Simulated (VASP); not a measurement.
# Fe (Im-3m) in VASP: single point with LDA

Aim: the single point of Fe with LDA.

Program: VASP 6.6.1. These are calculated values, not measurements. Logs are shortened: lines on timing, memory, paths and dates and some standing lists are left out, and cuts for length are marked.

## (1) The cell of the first run

Symmetry: Im-3m, No. 229, cubic system. The conventional cell has a = 2.751 Å, b = 2.751 Å, c = 2.751 Å, α = 90.00°, β = 90.00°, γ = 90.00°. Fe (site symmetry m-3m) has 14 Fe at 2.38 to 2.75 Å within 3.1 Å.

## (2) Single point, LDA, collinear spin, ferromagnetic start

The input, INCAR:

```
SYSTEM = Fe
  PREC = Accurate
  ENCUT = 600
  EDIFF = 1E-6
  ISMEAR = 0
  SIGMA = 0.1
  LREAL = .FALSE.
  LASPH = .TRUE.
  NELM = 200
  ALGO = Normal
  ISIF = 2
  LWAVE = .FALSE.
  LCHARG = .FALSE.
  ISPIN = 2
  MAGMOM = 2.22
  LORBIT = 11
  LMAXMIX = 4
  NBANDS = 18
  GGA_COMPAT = .FALSE.
```

The input, KPOINTS:

```
Automatic mesh
0
G
  22 22 22
  0 0 0
```

The input, POSCAR:

```
Fe
1.0
   -1.3753074655      1.3753074655      1.3753074655
    1.3753074655     -1.3753074655      1.3753074655
    1.3753074655      1.3753074655     -1.3753074655
Fe
1
Direct
    0.0000000000      0.0000000000      0.0000000000
```

Potentials or basis: VASP PAW LDA potentials, release 64 (Fe_sv).

Run with:

```bash
cat potpaw_LDA.64/Fe_sv/POTCAR > POTCAR
mpirun -np 1 vasp_std > vasp.out
```

OUTCAR:

```text
SYSTEM = Fe
   PREC = Accurate
   ENCUT = 600
   EDIFF = 1E-6
   ISMEAR = 0
   LREAL = .FALSE.
   LASPH = .TRUE.
   NELM = 200
   ISIF = 2
   ISPIN = 2
   LORBIT = 11

 ion  position               nearest neighbor table
   1  0.000  0.000  0.000-

  LATTYP: Found a body centered cubic cell.
 ALAT       =     2.7506149310

  Lattice vectors:

 A1 = (  -1.3753074655,   1.3753074655,   1.3753074655)
 A2 = (   1.3753074655,  -1.3753074655,   1.3753074655)
 A3 = (   1.3753074655,   1.3753074655,  -1.3753074655)

Analysis of symmetry for initial positions (statically):
=====================================================================
 Subroutine PRICEL returns:
 Original cell was already a primitive cell.

 Routine SETGRP: Setting up the symmetry group for a
 body centered cubic supercell.

 Subroutine GETGRP returns: Found 48 space group operations
 (whereof 48 operations were pure point group operations)
 out of a pool of 48 trial point group operations.

The static configuration has the point symmetry O_h .

Analysis of symmetry for dynamics (positions and initial velocities):
=====================================================================
 Subroutine PRICEL returns:
 Original cell was already a primitive cell.

 Routine SETGRP: Setting up the symmetry group for a
 body centered cubic supercell.

 Subroutine GETGRP returns: Found 48 space group operations
 (whereof 48 operations were pure point group operations)
 out of a pool of 48 trial point group operations.

The dynamic configuration has the point symmetry O_h .

Analysis of structural, dynamic, and magnetic symmetry:
=====================================================================
 Subroutine PRICEL returns:
 Original cell was already a primitive cell.

 Routine SETGRP: Setting up the symmetry group for a
 body centered cubic supercell.

 Subroutine GETGRP returns: Found 48 space group operations
 (whereof 48 operations were pure point group operations)
 out of a pool of 48 trial point group operations.

The overall configuration has the point symmetry O_h .

 Subroutine INISYM returns: Found 48 space group operations
 (whereof 48 operations are pure point group operations),
 and found     1 'primitive' translations

----------------------------------------------------------------------------------------

                                     Primitive cell

  volume of cell :      10.4054

  direct lattice vectors                    reciprocal lattice vectors
    -1.375307465  1.375307465  1.375307465     0.000000000  0.363555069  0.363555069
     1.375307465 -1.375307465  1.375307465     0.363555069  0.000000000  0.363555069
     1.375307465  1.375307465 -1.375307465     0.363555069  0.363555069  0.000000000

  length of vectors
     2.382102406  2.382102406  2.382102406     0.514144509  0.514144509  0.514144509

  position of ions in fractional coordinates (direct lattice)
     0.000000000  0.000000000  0.000000000

  ion indices of the primitive-cell ions
   primitive index   ion index
                 1           1

----------------------------------------------------------------------------------------

 KPOINTS: Automatic mesh

Automatic generation of k-mesh.
 Grid dimensions read from file:
 generate k-points for:   22   22   22

 Generating k-lattice:

  Cartesian coordinates                     Fractional coordinates (reciprocal lattice)
     0.000000000  0.016525230  0.016525230     0.045454545  0.000000000  0.000000000
     0.016525230  0.000000000  0.016525230     0.000000000  0.045454545  0.000000000
     0.016525230  0.016525230  0.000000000     0.000000000  0.000000000  0.045454545

  Length of vectors
     0.023370205  0.023370205  0.023370205

  Shift w.r.t. Gamma in fractional coordinates (k-lattice)
     0.000000000  0.000000000  0.000000000

 Subroutine IBZKPT returns following result:
 ===========================================

 Found    328 irreducible k-points:

 Following reciprocal coordinates:
            Coordinates               Weight
  0.000000  0.000000  0.000000      1.000000
  0.045455  0.000000  0.000000     12.000000
  0.090909  0.000000  0.000000     12.000000
  0.136364  0.000000  0.000000     12.000000
  0.181818  0.000000  0.000000     12.000000
  0.227273  0.000000  0.000000     12.000000
[... 16 lines left out ...]
  0.090909  0.090909  0.000000     24.000000
  0.136364  0.090909  0.000000     48.000000
 [... further k-points ...]
   k-points           NKPTS =    328   k-points in BZ     NKDIM =    328   number of bands    NBANDS=     18
   number of dos      NEDOS =    301   number of ions     NIONS =      1
   total plane-waves  NPLWV =   8000
   dimension x,y,z NGX =    20 NGY =   20 NGZ =   20
   dimension x,y,z NGXF=    40 NGYF=   40 NGZF=   40
   ions per type =               1
   NGX,Y,Z   is equivalent  to a cutoff of  13.96, 13.96, 13.96 a.u.
   NGXF,Y,Z  is equivalent  to a cutoff of  27.92, 27.92, 27.92 a.u.
 SYSTEM =  Fe
   PREC   = accura    normal or accurate (medium, high low for compatibility)
   ISTART =      0    job   : 0-new  1-cont  2-samecut
   ICHARG =      2    charge: 1-file 2-atom 10-const
   ISPIN  =      2    spin polarized calculation?
   LNONCOLLINEAR =      F non collinear calculations
   LSORBIT =      F    spin-orbit coupling
   LASPH  =      T    aspherical Exc in radial PAW
   ENCUT  =  600.0 eV  44.10 Ry    6.64 a.u.   4.76  4.76  4.76*2*pi/ulx,y,z
   NELM   =    200;   NELMIN=  2; NELMDL= -5     # of ELM steps
   EDIFF  = 0.1E-05   stopping-criterion for ELM
   LREAL  =      F    real-space projection
   EDIFFG = 0.1E-04   stopping-criterion for IOM
   NSW    =      0    number of steps for IOM
   IBRION =     -1    ionic relax: 0-MD 1-quasi-New 2-CG
   NFREE  =      0    steps in history (QN), initial steepest desc. (CG)
   ISIF   =      2    stress and relaxation
   ISYM   =      2    0-nonsym 1-usesym 2-fastsym
   POTIM  = 0.5000    time-step for ionic-motion
   TEBEG  =    0.0;   TEEND  =   0.0 temperature during run
   PSTRESS=    0.0 pullay stress
   NELECT =      16.0000    total number of electrons
   NUPDOWN=      -1.0000    fix difference up-down
   EMIN   =  10.00;   EMAX   =-10.00  energy-range for DOS
   EFERMI =   0.00;   METHOD = LEGACY
   ISMEAR =     0;   SIGMA  =   0.10  broadening in eV -4-tet -1-fermi 0-gaus
   EFERMI_NEDOS =   21; number of points for ismear=-14 and -15
   IALGO  =     38    algorithm
   IMIX   =      4    mixing-type and parameters
     AMIX     =   0.40;   BMIX     =  1.00
     AMIX_MAG =   1.60;   BMIX_MAG =  1.00
  volume/ion in A,a.u.               =      10.41        70.22
  Fermi-wavevector in a.u.,A,eV,Ry     =   1.889564  3.570759 48.578970  3.570454
  Thomas-Fermi vector in A             =   2.931128
   LORBIT       =     11    0 simple, 1 ext, 2 COOP (PROOUT), +10 PAW based schemes
   GGA     = CA    functional components
   LHFCALC =     F    Hartree Fock is set to
   AEXX    =    0.0000 exact exchange contribution
   IVDW    =     0    specifies the selected vdW correction
   LEPSILON=     F    determine dielectric tensor
   LRPA    =     F    only Hartree local field effects (RPA)
 spin polarized calculation
 Gauss-broadening in eV      SIGMA  =   0.10
  energy-cutoff  :      600.00
  volume of cell :       10.41
 maximum number of plane-waves:       370
   NGX =  9   NGY =  9   NGZ =  9

 number of electron      16.0000021 magnetization       1.9415524

 Free energy of the ion-electron system (eV)
  ---------------------------------------------------
  ext. energy  EPLUGINS =         0.00000000
  ---------------------------------------------------
  free energy    TOTEN  =        -9.30851171 eV

  energy without entropy =       -9.30296797  energy(sigma->0) =       -9.30573984

 E-fermi :  13.2956     XC(G=0): -14.6796

 val. band max:       13.2955482867   @ k =  -0.3636   0.4091   0.1818
 cond. band min:      13.2976195212   @ k =  -0.3636   0.4545   0.0909
 fundamental gap:      0.0020712345
 Fermi energy:        13.2955930570

 spin component 1

 k-point     1 :       0.0000    0.0000    0.0000
  band No.  band energies     occupation
      1     -73.8637      1.00000
      2     -40.0830      1.00000
      3     -40.0830      1.00000
      4     -40.0830      1.00000
      5       4.1599      1.00000
      6      10.7980      1.00000
[... 10 lines left out ...]
     17      47.1372      0.00000
     18      47.1372      0.00000

 k-point     2 :       0.0455    0.0000    0.0000
  band No.  band energies     occupation
      1     -73.8611      1.00000
      2     -40.0934      1.00000
      3     -40.0860      1.00000
      4     -40.0815      1.00000
      5       4.2517      1.00000
      6      10.7701      1.00000
[... 10 lines left out ...]
     17      46.0722      0.00000
     18      47.3309      0.00000

 k-point     3 :       0.0909    0.0000    0.0000
  band No.  band energies     occupation
      1     -73.8540      1.00000
      2     -40.1283      1.00000
      3     -40.0966      1.00000
      4     -40.0815      1.00000
      5       4.5230      1.00000
      6      10.6890      1.00000
[... 10 lines left out ...]
     17      45.9239      0.00000
     18      47.9037      0.00000

 k-point     4 :       0.1364    0.0000    0.0000
  band No.  band energies     occupation
      1     -73.8427      1.00000
      2     -40.1833      1.00000
      3     -40.1145      1.00000
      4     -40.0817      1.00000
      5       4.9605      1.00000
      6      10.5626      1.00000
[... 375 lines left out ...]
      4     -40.0871      1.00000
      5       7.8509      1.00000
      6       9.5418      1.00000
[... 10 lines left out ...]
     17      53.5362      0.00000
     18      55.8546      0.00000

 k-point    23 :       0.0909    0.0909    0.0000
  band No.  band energies     occupation
      1     -73.8363      1.00000
      2     -40.2146      1.00000
      3     -40.1136      1.00000
      4     -40.0931      1.00000
      5       5.2161      1.00000
      6      10.5516      1.00000
[... 10 lines left out ...]
     17      47.7692      0.00000
     18      48.0418      0.00000

 k-point    24 :       0.1364    0.0909    0.0000
  band No.  band energies     occupation
      1     -73.8224      1.00000
      2     -40.2792      1.00000
      3     -40.1347      1.00000
      4     -40.0964      1.00000
      5       5.7814      1.00000
      6      10.4093      1.00000
[... 10 lines left out ...]
     17      48.9021      0.00000
     18      48.9921      0.00000

 [... further k-points ...]

 spin component 2

 k-point     1 :       0.0000    0.0000    0.0000
  band No.  band energies     occupation
      1     -71.7245      1.00000
      2     -37.9921      1.00000
      3     -37.9921      1.00000
      4     -37.9921      1.00000
      5       4.5211      1.00000
      6      12.3770      1.00000
[... 10 lines left out ...]
     17      47.9416      0.00000
     18      47.9416      0.00000

 k-point     2 :       0.0455    0.0000    0.0000
  band No.  band energies     occupation
      1     -71.7218      1.00000
      2     -38.0035      1.00000
      3     -37.9953      1.00000
      4     -37.9906      1.00000
      5       4.6135      1.00000
      6      12.3453      1.00000
[... 10 lines left out ...]
     17      46.8634      0.00000
     18      48.1176      0.00000

 k-point     3 :       0.0909    0.0000    0.0000
  band No.  band energies     occupation
      1     -71.7142      1.00000
      2     -38.0414      1.00000
      3     -38.0068      1.00000
      4     -37.9907      1.00000
      5       4.8871      1.00000
      6      12.2533      1.00000
[... 10 lines left out ...]
     17      46.4263      0.00000
     18      48.6429      0.00000

 k-point     4 :       0.1364    0.0000    0.0000
  band No.  band energies     occupation
      1     -71.7021      1.00000
      2     -38.1010      1.00000
      3     -38.0260      1.00000
      4     -37.9908      1.00000
      5       5.3299      1.00000
      6      12.1102      1.00000
[... 375 lines left out ...]
      4     -37.9972      1.00000
      5       8.9561      1.00000
      6      10.9663      1.00000
[... 10 lines left out ...]
     17      53.9762      0.00000
     18      56.4651      0.00000

 k-point    23 :       0.0909    0.0909    0.0000
  band No.  band energies     occupation
      1     -71.6953      1.00000
      2     -38.1349      1.00000
      3     -38.0250      1.00000
      4     -38.0032      1.00000
      5       5.5892      1.00000
      6      12.0918      1.00000
[... 10 lines left out ...]
     17      48.2010      0.00000
     18      48.7508      0.00000

 k-point    24 :       0.1364    0.0909    0.0000
  band No.  band energies     occupation
      1     -71.6804      1.00000
      2     -38.2048      1.00000
      3     -38.0477      1.00000
      4     -38.0068      1.00000
      5       6.1680      1.00000
      6      11.9294      1.00000
[... 10 lines left out ...]
     17      49.3726      0.00000
     18      49.6216      0.00000

 [... further k-points ...]
[... 5 lines left out ...]
  --------------------------------------------------------------------------------------
  -------------------------------------------------------------------------------------
  Total       -0.3007097     -0.3007097     -0.3007097      0.0000000      0.0000000      0.0000000
  in kB      -46.3018760    -46.3018760    -46.3018760      0.0000000      0.0000000      0.0000000
  external PRESSURE =     -46.3018760 kB  Pullay stress =       0.0000000 kB

 VOLUME and BASIS-vectors are now :
 -----------------------------------------------------------------------------
  energy-cutoff  :      600.00
  volume of cell :       10.41
      direct lattice vectors                 reciprocal lattice vectors
    -1.375307465  1.375307465  1.375307465     0.000000000  0.363555069  0.363555069
     1.375307465 -1.375307465  1.375307465     0.363555069  0.000000000  0.363555069
     1.375307465  1.375307465 -1.375307465     0.363555069  0.363555069  0.000000000

 POSITION                                       TOTAL-FORCE (eV/Angst)
 -----------------------------------------------------------------------------------
      0.00000      0.00000      0.00000        -0.000000      0.000000     -0.000000
 -----------------------------------------------------------------------------------
    total drift:                                0.000000     -0.000000      0.000000

  FREE ENERGIE OF THE ION-ELECTRON SYSTEM (eV)
  ---------------------------------------------------
  free  energy   TOTEN  =        -9.3085117136 eV

  energy  without entropy=       -9.3029679745  energy(sigma->0) =       -9.30573984

 total charge

# of ion       s       p       d       tot
------------------------------------------
    1        2.203   6.048   5.555  13.806

 magnetization (x)

# of ion       s       p       d       tot
------------------------------------------
    1       -0.001  -0.004   1.913   1.908
```

It took 51 s on 1 thread of Intel Xeon 6975P-C (Granite Rapids), shared host; peak memory 0.21 GiB.

Results:

```yaml
Free_energy: -9.3085 eV
Pressure: -4.6 GPa
Net_moment: 1.94 μB per cell
Site_moments: Fe +1.91 μB
Valence_electrons_inside_the_program's_atomic_spheres: Fe 13.81
```

Caveat: the cell stands under tension.
